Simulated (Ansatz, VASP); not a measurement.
**One calculation of BaZrO3, two programs**

```xyz
5
Lattice="4.2054 0.0000 0.0000 0.0000 4.2054 0.0000 0.0000 0.0000 4.2054" Properties=species:S:1:pos:R:3 pbc="T T T"
Ba    0.0000    0.0000    0.0000
Zr    2.1027    2.1027    2.1027
O     0.0000    2.1027    2.1027
O     2.1027    0.0000    2.1027
O     2.1027    2.1027    0.0000
```

Alike in both runs: task single point; functional PBE0; k mesh 4 × 4 × 4; no spin polarisation.

|  | VASP | Ansatz |
| --- | --- | --- |
| version | VASP 6.6.1 | Ansatz 0.2.0 |
| potentials or method | VASP PAW PBE potentials, release 64 (Ba_sv, Zr_sv, O) | plane waves, PAW |
| plane-wave cutoff (eV) | 520 | 420 |
| occupations | gaussian, width 0.01 eV | fixed |
| valence electrons in the cell | 40 | 40 |

|  | VASP | Ansatz | Ansatz less VASP |
| --- | --- | --- | --- |
| gap on the k mesh at the Fermi level (eV) | 5.41 | 5.44 | +0.030 |
| pressure (GPa) | -0.6 | -1.5 | -0.92 |

Ansatz's warnings: stress exchange threshold loose, stress scf threshold loose.

Spin-orbit coupling is off throughout.
